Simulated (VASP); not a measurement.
TiO2 (Rutile), 6 atoms in the cell. The structure is orthorhombic, space group Cmmm (No. 65). The conventional cell has a = 6.473 Å, b = 6.516 Å, c = 2.957 Å, α = 90.00°, β = 90.00°, γ = 90.00°. Within 2.6 Å of Ti (site symmetry mmm) lie 6 O at 1.95 to 1.97 Å. Ti (site symmetry mmm) has 6 O at 1.94 to 1.99 Å within 2.6 Å. O (site symmetry 2mm) has 3 Ti at 1.94 to 1.97 Å and 1 O at 2.52 Å within 2.6 Å. Within 2.6 Å of O (site symmetry m2m) lie 3 Ti at 1.95 to 1.99 Å and 1 O at 2.54 Å. 

```yaml
Program: VASP 6.6.1
Task: single point
Functional: PBE
Potentials_or_basis: VASP PAW PBE potentials, release 64 (Ti_sv, O)
Cutoff: 520 eV
k_mesh: 4 × 4 × 6
Occupations: gaussian, width 0.05 eV
Spin: no spin polarisation
Dipole_correction: no
Further_INCAR_settings: ALGO = Normal; EDIFF = 1e-06; NBANDS = 33
```

Potentials or basis: VASP PAW PBE potentials, release 64 (Ti_sv, O).

Command:

```bash
$ cat potpaw_PBE.64/Ti_sv/POTCAR potpaw_PBE.64/O/POTCAR > POTCAR
$ mpirun -np 1 vasp_std > vasp.out
```

Hardware: 1 thread of AMD EPYC 9R45 96-Core Processor (Zen 5), with other jobs on the host.

Q: Estimate the wall time of this run.

A: Wall time 43 s on 1 thread of AMD EPYC 9R45 96-Core Processor (Zen 5), on a shared host, peak memory 0.16 GiB. Counts: scf iterations 17, k points 28.
